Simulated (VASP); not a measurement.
## B6As: single point with PBEsol

B6As:

```xyz
14
Lattice="3.0614 1.7675 3.9479 -3.0614 1.7675 3.9479 0.0000 -3.5350 3.9479" Properties=species:S:1:pos:R:3 pbc="T T T"
B     0.0000   -1.0923    1.4055
B    -0.9459    0.5461    1.4055
B     1.6813   -0.9707    7.5648
B     0.0000    1.9414    7.5648
B    -1.6813   -0.9707    7.5648
B     1.6813    0.9707    4.2788
B    -1.6813    0.9707    4.2788
B     0.0000   -1.9414    4.2788
B     0.9459   -0.5461   10.4381
B     0.0000    1.0923   10.4381
B    -0.9459   -0.5461   10.4381
B     0.9459    0.5461    1.4055
As    0.0000    0.0000    7.1156
As    0.0000    0.0000    4.7280
```

| Property | Result |
| --- | --- |
| Program | VASP 6.6.1 |
| Task | single point |
| Functional | PBEsol |
| Potentials or basis | VASP PAW PBE potentials, release 64 (B, As) |
| Cutoff | 520 eV |
| k mesh | 6 × 6 × 6 |
| Occupations | gaussian, width 0.01 eV |
| Spin | no spin polarisation |

The pressure is 0.6 GPa and the largest force is 0.032 eV/Å. The band gap on the k mesh is 2.62 eV, indirect (least direct gap 2.66 eV).

Forces on the atoms (eV/Å):
```
B    0.000 -0.008  0.019
B   -0.007  0.004  0.019
B    0.027 -0.015  0.008
B    0.000  0.031  0.008
B   -0.027 -0.015  0.008
B    0.027  0.015 -0.008
B   -0.027  0.015 -0.008
B    0.000 -0.031 -0.008
B    0.007 -0.004 -0.019
B    0.000  0.008 -0.019
B   -0.007 -0.004 -0.019
B    0.007  0.004  0.019
As   0.000  0.000  0.025
As   0.000  0.000 -0.025
```

Stress tensor (GPa, compression positive):
```
0.69 0.00 0.00
0.00 0.69 0.00
0.00 0.00 0.53
```

Levels at points of the mesh, in eV from the valence-band top:
| k point | band 21 | band 22 | band 23 | band 24 | band 25 | band 26 |
| --- | --- | --- | --- | --- | --- | --- |
| (0.00, 0.00, 0.00) | -0.21 | 0.00 | 0.00 | 4.45 | 4.71 | 4.71 |
| (0.50, 0.00, 0.00) | -1.29 | -1.06 | -0.04 | 2.62 | 4.18 | 4.56 |
| (0.50, 0.50, 0.00) | -0.95 | -0.72 | -0.23 | 3.38 | 4.45 | 4.73 |
| (0.50, 0.50, 0.50) | -0.79 | -0.79 | -0.06 | 2.68 | 3.74 | 3.76 |

It used 590 s of CPU time on 1 thread of AMD EPYC 7R13 Processor (Zen 3), with other jobs on the host.

Caveat: the PAW data sets were made with another functional, which shifts forces and pressure a little. A k mesh can miss the band edges.
